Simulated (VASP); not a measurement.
Input of a VASP 6.6.1 run:

INCAR

```
SYSTEM = Fe
PREC = Accurate
ENCUT = 600
EDIFF = 1E-6
ISMEAR = -1
SIGMA = 0.05
LREAL = .False.
LASPH = .True.
NELM = 150
ALGO = Normal
ISIF = 3
LWAVE = .False.
LCHARG = .False.
ISPIN = 2
MAGMOM = 2.5
LORBIT = 11
LMAXMIX = 4
GGA = PE
IBRION = 2
NSW = 80
EDIFFG = -0.01
```

KPOINTS

```
regular mesh
0
Gamma
  15 15 15
  0 0 0
```

Contents of POSCAR:

```
Fe
1.0
    0.0000000000      1.8057818448      1.8057818448
    1.8057818448      0.0000000000      1.8057818448
    1.8057818448      1.8057818448      0.0000000000
Fe
1
Direct
    0.0000000000      0.0000000000      0.0000000000
```

Potentials or basis: VASP PAW PBE potentials, release 64 (Fe).

Launch:

```bash
$ cat potpaw_PBE.64/Fe/POTCAR > POTCAR
$ mpirun -np 1 vasp_std > vasp.out
```

(1) Predict the relaxed cell.

(2) Estimate the space group after relaxing (to 0.1 Å).

(3) What does it give for the relaxed volume?

## Answers

(1) a = 2.574 Å, b = 2.574 Å, c = 2.574 Å, α = 60.00°, β = 60.00°, γ = 60.00°.

(2) Fm-3m (No. 225).

(3) 12.06 Å³/atom.
